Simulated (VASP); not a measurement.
The system is Ga2Cl.

```xyz
3
Lattice="0.0000 3.1031 3.1031 3.1031 0.0000 3.1031 3.1031 3.1031 0.0000" Properties=species:S:1:pos:R:3 pbc="T T T"
Ga    1.5515    1.5515    1.5515
Ga    4.6546    4.6546    4.6546
Cl    0.0000    0.0000    0.0000
```

```yaml
Program: VASP 6.6.1
Task: relaxation of cell and atoms
Functional: PBE
Potentials_or_basis: VASP PAW PBE potentials, release 64 (Ga_d, Cl)
Cutoff: 600 eV
k_mesh: 6 × 6 × 6
Occupations: gaussian, width 0.1 eV
Spin: no spin polarisation
```

At the start: pressure 17.9 GPa; volume 19.92 Å³/atom.

Question: How do energy, volume and symmetry change on relaxing?

Answer: Over 5 steps the energy falls by 375.7 meV/atom and the volume is 29.55 Å³/atom (+48.4 %); space group Fm-3m (No. 225, to 0.1 Å) before and after.

The path:
| step | energy change (eV) | largest force (eV/Å) | pressure (GPa) | volume (Å³) |
| --- | --- | --- | --- | --- |
| 1 | 0.0000 | 0.0000 | 17.91 | 59.76 |
| 2 | -1.0874 | 0.0000 | 2.00 | 81.16 |
| 3 | -1.1216 | 0.0000 | 0.71 | 85.45 |
| 4 | -1.1036 | 0.0000 | -1.13 | 94.47 |
| 5 | -1.1271 | 0.0000 | -0.10 | 88.66 |

Final structure:
```
Ga Cl
1.0
     0.00000    3.53918    3.53918
     3.53918    0.00000    3.53918
     3.53918    3.53918    0.00000
Ga Cl
2 1
Cartesian
  1.7696 1.7696 1.7696
  5.3088 5.3088 5.3088
  0.0000 0.0000 0.0000
```

Caveat: the volume moved by over 15 % at a fixed basis, so the end points are rough; an odd number of electrons without spin polarisation forces a metal; a magnetic or distorted state may lie lower.
